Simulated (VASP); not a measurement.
# Ru6C in VASP: relaxation of the atoms with LDA

Aim: the relaxation of the atoms of Ru6C with LDA.

Everything below comes from runs of VASP 6.6.1. Logs are shortened: lines on timing, memory, paths and dates and some standing lists are left out, and cuts for length are marked.

**1. The cell of the first run**

The cell holds a slab with vacuum, 7 atoms: a = 2.674 Å, b = 4.227 Å, c = 20.751 Å, α = 90.00°, β = 90.00°, γ = 90.00°.

**2. Relaxation of the atoms, LDA**

File INCAR:

```
SYSTEM = Ru6C
PREC     = Accurate       ! precision mode
ENCUT    = 520            ! plane-wave cutoff, eV
EDIFF    = 1E-7           ! SCF threshold, eV
ISMEAR   = 0              ! smearing method
SIGMA    = 0.1            ! smearing width, eV
LREAL    = .FALSE.        ! projectors in reciprocal space
LASPH    = .TRUE.         ! aspherical terms in the spheres
NELM     = 120            ! most SCF steps
ALGO     = Normal         ! electronic algorithm
ISIF     = 2              ! what is computed and relaxed
LWAVE    = .FALSE.        ! write WAVECAR
LCHARG   = .FALSE.        ! write CHGCAR
LDIPOL   = .TRUE.       
IDIPOL   = 3            
DIPOL    = 0.5 0.5 0.343
IBRION   = 2              ! ionic algorithm
NSW      = 36             ! ionic steps
EDIFFG   = -0.025         ! ionic threshold
GGA_COMPAT= .FALSE.      
NELMIN   = 4            
NELMDL   = -8           
KPAR     = 4
```

File KPOINTS:

```
Automatic mesh
0
G
  10 6 1
  0 0 0
```

File POSCAR:

```
Ru6C
1.0
    2.6740588497      0.0000000000      0.0000000000
    0.0000000000      4.2267609849      0.0000000000
    0.0000000000      0.0000000000     20.7512332531
Ru C
6 1
Selective dynamics
Direct
    0.0000000000      0.7500000000      0.1927596279  F F F
    0.5000000000      0.2500000000      0.2299590699  F F F
    0.5000000000      0.7500000000      0.3043579540  F F F
    0.0000000000      0.2500000000      0.3397181852  F F F
    0.0000000000      0.7500000000      0.4149217975  F F F
    0.5000000000      0.2500000000      0.4458160698  F F F
    0.5000000000      0.7500000000      0.4766576103  F F T
```

Potentials or basis: VASP PAW LDA potentials, release 64 (Ru_pv, C).

Command:

```bash
cat potpaw_LDA.64/Ru_pv/POTCAR potpaw_LDA.64/C/POTCAR > POTCAR
mpirun -np 4 vasp_std > vasp.out
```

OUTCAR:

```text
SYSTEM = Ru6C
   PREC = Accurate
   ENCUT = 520
   EDIFF = 1E-7
   ISMEAR = 0
   LREAL = .FALSE.
   LASPH = .TRUE.
   NELM = 120
   ISIF = 2
   IBRION = 2
   NSW = 36
   EDIFFG = -0.025
   NELMIN = 4
   NELMDL = -8

 ion  position               nearest neighbor table
   1  0.000  0.750  0.193-   2 2.62   2 2.62   2 2.62   2 2.62   3 2.67   3 2.67
   2  0.500  0.250  0.230-   1 2.62   1 2.62   1 2.62   1 2.62   3 2.62   3 2.62   4 2.64   4 2.64

   3  0.500  0.750  0.304-   4 2.61   4 2.61   4 2.61   4 2.61   2 2.62   2 2.62   5 2.66   5 2.66
                             1 2.67   1 2.67
   4  0.000  0.250  0.340-   6 2.58   6 2.58   3 2.61   3 2.61   3 2.61   3 2.61   5 2.63   5 2.63
                             2 2.64   2 2.64
   5  0.000  0.750  0.415-   7 1.85   7 1.85   6 2.58   6 2.58   6 2.58   6 2.58   4 2.63   4 2.63
                             3 2.66   3 2.66
   6  0.500  0.250  0.446-   7 2.21   7 2.21   4 2.58   4 2.58   5 2.58   5 2.58   5 2.58   5 2.58

   7  0.500  0.750  0.477-   5 1.85   5 1.85   6 2.21   6 2.21

  LATTYP: Found a simple orthorhombic cell.
 ALAT       =     2.6740588497
 B/A-ratio  =     1.5806536888
 C/A-ratio  =     7.7602006610

  Lattice vectors:

 A1 = (   2.6740588497,   0.0000000000,   0.0000000000)
 A2 = (   0.0000000000,   4.2267609849,   0.0000000000)
 A3 = (   0.0000000000,   0.0000000000,  20.7512332531)

Analysis of symmetry for initial positions (statically):
=====================================================================
 Subroutine PRICEL returns:
 Original cell was already a primitive cell.

 Routine SETGRP: Setting up the symmetry group for a
 simple orthorhombic supercell.

 Subroutine GETGRP returns: Found  4 space group operations
 (whereof  2 operations were pure point group operations)
 out of a pool of  8 trial point group operations.

The static configuration has the point symmetry C_1h.
 The point group associated with its full space group is C_2v.

Analysis of symmetry for dynamics (positions and initial velocities):
=====================================================================
 Subroutine PRICEL returns:
 Original cell was already a primitive cell.

 Routine SETGRP: Setting up the symmetry group for a
 simple orthorhombic supercell.

 Subroutine GETGRP returns: Found  4 space group operations
 (whereof  2 operations were pure point group operations)
 out of a pool of  8 trial point group operations.

The dynamic configuration has the point symmetry C_1h.
 The point group associated with its full space group is C_2v.

Analysis of constrained symmetry for selective dynamics:
=====================================================================
 Subroutine PRICEL returns:
 Original cell was already a primitive cell.

 Routine SETGRP: Setting up the symmetry group for a
 simple orthorhombic supercell.

 Subroutine GETGRP returns: Found  4 space group operations
 (whereof  2 operations were pure point group operations)
 out of a pool of  8 trial point group operations.

The constrained configuration has the point symmetry C_1h.
 The point group associated with its full space group is C_2v.

 Subroutine INISYM returns: Found  4 space group operations
 (whereof  2 operations are pure point group operations),
 and found     1 'primitive' translations

----------------------------------------------------------------------------------------

                                     Primitive cell

  volume of cell :     234.5430

  direct lattice vectors                    reciprocal lattice vectors
     2.674058850  0.000000000  0.000000000     0.373963348  0.000000000  0.000000000
     0.000000000  4.226760985  0.000000000     0.000000000  0.236587780  0.000000000
     0.000000000  0.000000000 20.751233253     0.000000000  0.000000000  0.048189907

  length of vectors
     2.674058850  4.226760985 20.751233253     0.373963348  0.236587780  0.048189907

  position of ions in fractional coordinates (direct lattice)
     0.000000000  0.750000000  0.192759628
     0.500000000  0.250000000  0.229959070
     0.500000000  0.750000000  0.304357954
     0.000000000  0.250000000  0.339718185
     0.000000000  0.750000000  0.414921797
     0.500000000  0.250000000  0.445816070
     0.500000000  0.750000000  0.476657610

  ion indices of the primitive-cell ions
   primitive index   ion index
                 1           1
                 2           2
                 3           3
                 4           4
                 5           5
                 6           6
                 7           7

----------------------------------------------------------------------------------------

 KPOINTS: Automatic mesh

Automatic generation of k-mesh.
 Grid dimensions read from file:
 generate k-points for:   10    6    1

 Generating k-lattice:

  Cartesian coordinates                     Fractional coordinates (reciprocal lattice)
     0.037396335  0.000000000  0.000000000     0.100000000  0.000000000  0.000000000
     0.000000000  0.039431297  0.000000000     0.000000000  0.166666667  0.000000000
     0.000000000  0.000000000  0.048189907     0.000000000  0.000000000  1.000000000

  Length of vectors
     0.037396335  0.039431297  0.048189907

  Shift w.r.t. Gamma in fractional coordinates (k-lattice)
     0.000000000  0.000000000  0.000000000

 Subroutine IBZKPT returns following result:
 ===========================================

 Found     24 irreducible k-points:

 Following reciprocal coordinates:
            Coordinates               Weight
  0.000000  0.000000  0.000000      1.000000
  0.100000  0.000000  0.000000      2.000000
  0.200000  0.000000  0.000000      2.000000
  0.300000  0.000000  0.000000      2.000000
  0.400000  0.000000  0.000000      2.000000
  0.500000  0.000000  0.000000      1.000000
[... 16 lines left out ...]
  0.400000  0.500000  0.000000      2.000000
  0.500000  0.500000  0.000000      1.000000
   k-points           NKPTS =     24   k-points in BZ     NKDIM =     24   number of bands    NBANDS=     52
   number of dos      NEDOS =    301   number of ions     NIONS =      7
   total plane-waves  NPLWV = 102400
   dimension x,y,z NGX =    20 NGY =   32 NGZ =  160
   dimension x,y,z NGXF=    40 NGYF=   64 NGZF=  320
   ions per type =               6   1
   NGX,Y,Z   is equivalent  to a cutoff of  12.43, 12.59, 12.82 a.u.
   NGXF,Y,Z  is equivalent  to a cutoff of  24.87, 25.17, 25.64 a.u.
 SYSTEM =  Ru6C
   PREC   = accura    normal or accurate (medium, high low for compatibility)
   ISTART =      0    job   : 0-new  1-cont  2-samecut
   ICHARG =      2    charge: 1-file 2-atom 10-const
   ISPIN  =      1    spin polarized calculation?
   LNONCOLLINEAR =      F non collinear calculations
   LSORBIT =      F    spin-orbit coupling
   LASPH  =      T    aspherical Exc in radial PAW
   ENCUT  =  520.0 eV  38.22 Ry    6.18 a.u.   4.97  7.86 38.58*2*pi/ulx,y,z
   NELM   =    120;   NELMIN=  4; NELMDL= -8     # of ELM steps
   EDIFF  = 0.1E-06   stopping-criterion for ELM
   LREAL  =      F    real-space projection
   EDIFFG = -.3E-01   stopping-criterion for IOM
   NSW    =     36    number of steps for IOM
   IBRION =      2    ionic relax: 0-MD 1-quasi-New 2-CG
   NFREE  =      1    steps in history (QN), initial steepest desc. (CG)
   ISIF   =      2    stress and relaxation
   ISYM   =      2    0-nonsym 1-usesym 2-fastsym
   POTIM  = 0.5000    time-step for ionic-motion
   TEBEG  =    0.0;   TEEND  =   0.0 temperature during run
   PSTRESS=    0.0 pullay stress
   NELECT =      88.0000    total number of electrons
   NUPDOWN=      -1.0000    fix difference up-down
   EMIN   =  10.00;   EMAX   =-10.00  energy-range for DOS
   EFERMI =   0.00;   METHOD = LEGACY
   ISMEAR =     0;   SIGMA  =   0.10  broadening in eV -4-tet -1-fermi 0-gaus
   EFERMI_NEDOS =   21; number of points for ismear=-14 and -15
   IALGO  =     38    algorithm
   IMIX   =      4    mixing-type and parameters
     AMIX     =   0.40;   BMIX     =  1.00
     AMIX_MAG =   1.60;   BMIX_MAG =  1.00
  volume/ion in A,a.u.               =      33.51       226.11
  Fermi-wavevector in a.u.,A,eV,Ry     =   1.180760  2.231312 18.969155  1.394194
  Thomas-Fermi vector in A             =   2.317046
   LORBIT       =      0    0 simple, 1 ext, 2 COOP (PROOUT), +10 PAW based schemes
   GGA     = CA    functional components
   LHFCALC =     F    Hartree Fock is set to
   AEXX    =    0.0000 exact exchange contribution
   IVDW    =     0    specifies the selected vdW correction
   LEPSILON=     F    determine dielectric tensor
   LRPA    =     F    only Hartree local field effects (RPA)
 conjugate gradient relaxation of ions
 non-spin polarized calculation
 Gauss-broadening in eV      SIGMA  =   0.10
  energy-cutoff  :      520.00
  volume of cell :      234.54
 maximum number of plane-waves:      6366
 NGX is ok and might be reduce to    20
   NGX =  9   NGY = 15   NGZ = 77

 dipolmoment           0.000000      0.000000     -0.189368 electrons x Angstroem

--------------------------------------- Ionic step        1  -------------------------------------------

 number of electron      88.0000001 magnetization

 Free energy of the ion-electron system (eV)
  ---------------------------------------------------
  ext. energy  EPLUGINS =         0.00000000
  ---------------------------------------------------
  free energy    TOTEN  =       -67.86998798 eV

  energy without entropy =      -67.82369388  energy(sigma->0) =      -67.84684093

------------------------ aborting loop because EDIFF is reached ----------------------------------------

  FORCE on cell =-STRESS in cart. coord.  units (eV):
  Direction    XX          YY          ZZ          XY          YZ          ZX
  --------------------------------------------------------------------------------------
  -------------------------------------------------------------------------------------
  Total        7.0286052     -3.4570000      6.1883896      0.0000000      0.0000000      0.0000000
  in kB       48.0128151    -23.6149704     42.2732531      0.0000000      0.0000000      0.0000000
  external PRESSURE =      22.2236993 kB  Pullay stress =       0.0000000 kB
[... 69 lines left out ...]
--------------------------------------- Ionic step        3  -------------------------------------------

 number of electron      88.0000000 magnetization

 dipolmoment           0.000000      0.000000      0.068583 electrons x Angstroem

 Free energy of the ion-electron system (eV)
  ---------------------------------------------------
  ext. energy  EPLUGINS =         0.00000000
  ---------------------------------------------------
  free energy    TOTEN  =       -67.95940980 eV

  energy without entropy =      -67.91381443  energy(sigma->0) =      -67.93661211

 E-fermi :   1.2129     XC(G=0):  -6.1600

 val. band max:        1.2063699682   @ k =   0.2000   0.5000   0.0000
 cond. band min:       1.2168681378   @ k =   0.4000   0.3333   0.0000
 fundamental gap:      0.0104981695
 Fermi energy:         1.2129331922

 k-point     1 :       0.0000    0.0000    0.0000
  band No.  band energies     occupation
      1     -42.5192      2.00000
      2     -42.3086      2.00000
      3     -42.2471      2.00000
      4     -42.0617      2.00000
      5     -41.9726      2.00000
      6     -41.9155      2.00000
[... 1309 lines left out ...]
     51       4.2374      0.00000
     52       4.3145      0.00000

------------------------ aborting loop because EDIFF is reached ----------------------------------------

 vacuum level on the upper side and lower side of the slab       (xc-potential included)         0.528        -0.544

  FORCE on cell =-STRESS in cart. coord.  units (eV):
  Direction    XX          YY          ZZ          XY          YZ          ZX
  --------------------------------------------------------------------------------------
  -------------------------------------------------------------------------------------
  Total        3.5638189     -4.7819613      3.5402083      0.0000000      0.0000000      0.0000000
  in kB       24.3446563    -32.6658584     24.1833710      0.0000000      0.0000000      0.0000000
  external PRESSURE =       5.2873896 kB  Pullay stress =       0.0000000 kB
[... 22 lines left out ...]
  FREE ENERGIE OF THE ION-ELECTRON SYSTEM (eV)
  ---------------------------------------------------
  free  energy   TOTEN  =       -67.9594097955 eV

  energy  without entropy=      -67.9138144293  energy(sigma->0) =      -67.93661211

 reached required accuracy - stopping structural energy minimisation

 vacuum level on the upper side and lower side of the slab         7.319         6.220
```

Run time: 6.8 min. Hardware: 4 MPI ranks of Intel Xeon Platinum 8488C (Sapphire Rapids), shared host; peak memory 0.39 GiB.

What came out:

```
Free energy               : -67.9594 eV
Energy gained by relaxing : 12.8 meV/atom
Ionic steps               : 3
Band gap on the k mesh    : zero (bands 44 and 45 overlap by 1.51 eV)
```

Step by step:
```
step  energy change (eV)  largest force on free atoms (eV/Å)  pressure (GPa)
   1              0.0000                              1.8485            2.22
   2             -0.0883                              0.1931            0.71
   3             -0.0894                              0.0005            0.53
```

Final structure:
```
Ru C
1.0
     2.67406    0.00000    0.00000
     0.00000    4.22676    0.00000
     0.00000    0.00000   20.75123
Ru C
6 1
Cartesian
  0.0000 3.1701 4.0000
  1.3370 1.0567 4.7719
  1.3370 3.1701 6.3158
  0.0000 1.0567 7.0496
  0.0000 3.1701 8.6101
  1.3370 1.0567 9.2512
  1.3370 3.1701 9.9923
```
